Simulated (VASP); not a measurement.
The system is TaGe3Ru.

```xyz
5
Lattice="4.2695 0.0000 0.0000 0.0000 4.2695 0.0000 0.0000 0.0000 4.2695" Properties=species:S:1:pos:R:3 pbc="T T T"
Ta    0.0000    0.0000    0.0000
Ge    0.0000    2.1348    2.1348
Ge    2.1348    0.0000    2.1348
Ge    2.1348    2.1348    0.0000
Ru    2.1348    2.1348    2.1348
```

```yaml
Program: VASP 6.6.1
Task: relaxation of cell and atoms
Functional: PBE
Potentials_or_basis: VASP PAW PBE potentials, release 64 (Ta_pv, Ge_d, Ru_pv)
Cutoff: 600 eV
k_mesh: 4 × 4 × 4
Occupations: gaussian, width 0.1 eV
Spin: no spin polarisation
```

At the start: pressure 54.2 GPa; volume 15.57 Å³/atom.

**Question.** Where does the relaxation end?

**Answer.** Over 5 steps the energy falls by 674.7 meV/atom and the volume is 20.70 Å³/atom (+33.0 %); space group Pm-3m (No. 221, to 0.05 Å).

The path:
| step | energy change (eV) | largest force (eV/Å) | pressure (GPa) | volume (Å³) |
| --- | --- | --- | --- | --- |
| 1 | 0.0000 | 0.0000 | 54.17 | 77.83 |
| 2 | 0.2381 | 0.0000 | -15.73 | 153.42 |
| 3 | -3.3572 | 0.0000 | -2.19 | 105.87 |
| 4 | -3.3719 | 0.0000 | -0.72 | 104.26 |
| 5 | -3.3737 | 0.0000 | 0.01 | 103.51 |

Final structure:
```cif
data_structure
_symmetry_space_group_name_H-M 'P 1'
_symmetry_Int_Tables_number 1
_cell_length_a 4.6953
_cell_length_b 4.6953
_cell_length_c 4.6953
_cell_angle_alpha 90.000
_cell_angle_beta 90.000
_cell_angle_gamma 90.000
_cell_volume 103.51
loop_
_atom_site_label
_atom_site_type_symbol
_atom_site_fract_x
_atom_site_fract_y
_atom_site_fract_z
_atom_site_occupancy
Ta1 Ta 0.00000 0.00000 0.00000 1
Ge1 Ge 0.00000 0.50000 0.50000 1
Ge2 Ge 0.50000 0.00000 0.50000 1
Ge3 Ge 0.50000 0.50000 0.00000 1
Ru1 Ru 0.50000 0.50000 0.50000 1
```

Caveat: the k points lie up to 0.33 Å⁻¹ apart in the final cell; the volume moved by over 15 % at a fixed basis, so the end points are rough.
